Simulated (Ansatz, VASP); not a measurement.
# C: VASP beside Ansatz

File INCAR:

```
SYSTEM = C
PREC = Accurate
ENCUT = 520
EDIFF = 1E-6
ISMEAR = 0
SIGMA = 0.05
LREAL = .FALSE.
LASPH = .TRUE.
NELM = 80
ALGO = Normal
ISIF = 2
LWAVE = .FALSE.
LCHARG = .FALSE.
GGA = PE
NBANDS = 11
```

Contents of KPOINTS:

```
Automatic mesh
0
G
  12 12 12
  0 0 0
```

The input POSCAR:

```
C
1.0
    0.0000000000      1.7857375319      1.7321654059
    1.7857375319      0.0000000000      1.7321654059
    1.7857375319      1.7857375319      0.0000000000
C
2
Direct
    0.5000000000      0.5000000000      0.5000000000
    0.7500000000      0.7500000000      0.7500000000
```

Input for Ansatz:

```yaml
crystal:
  lattice:
    - [0.0, 1.7857375319, 1.7321654059]
    - [1.7857375319, 0.0, 1.7321654059]
    - [1.7857375319, 1.7857375319, 0.0]
  atoms:
    - { symbol: C, position: [0.5, 0.5, 0.5] }
    - { symbol: C, position: [0.75, 0.75, 0.75] }
basis:
  ecutwfc: 420
kpoints:
  mp_grid: { grid: [12, 12, 12] }
hamiltonian:
  xc: pbe
scf:
  occupations: { method: gaussian, width: 0.05 }
output:
  forces: true
  stress: true
  eigenvalues: true
```

Change from the starting cell: strain -0.0300 x Voigt [0, 0, 1, 0, 0, 0], atoms carried along.

Alike in both runs: task single point; functional PBE; k mesh 12 × 12 × 12; occupations gaussian, width 0.05 eV; no spin polarisation.

|  | VASP | Ansatz |
| --- | --- | --- |
| version | VASP 6.6.1 | Ansatz 0.2.0 |
| potentials or method | VASP PAW PBE potentials, release 64 (C), cutoff 520 eV | scalar-relativistic, plane waves, PAW |
| valence electrons in the cell | 8 | 8 |

```csv
,VASP,Ansatz,Ansatz less VASP
gap on the k mesh at the Fermi level (eV),3.44,3.44,+0.007
least direct gap on the mesh (eV),5.12,5.12,+0.004
pressure (GPa),14.8,14.0,-0.78
"traceless stress, the component that is largest in VASP (GPa)",18.81,18.82,+0.019
```

The functional is the same, so the differences come from potentials, cutoffs and numerics.
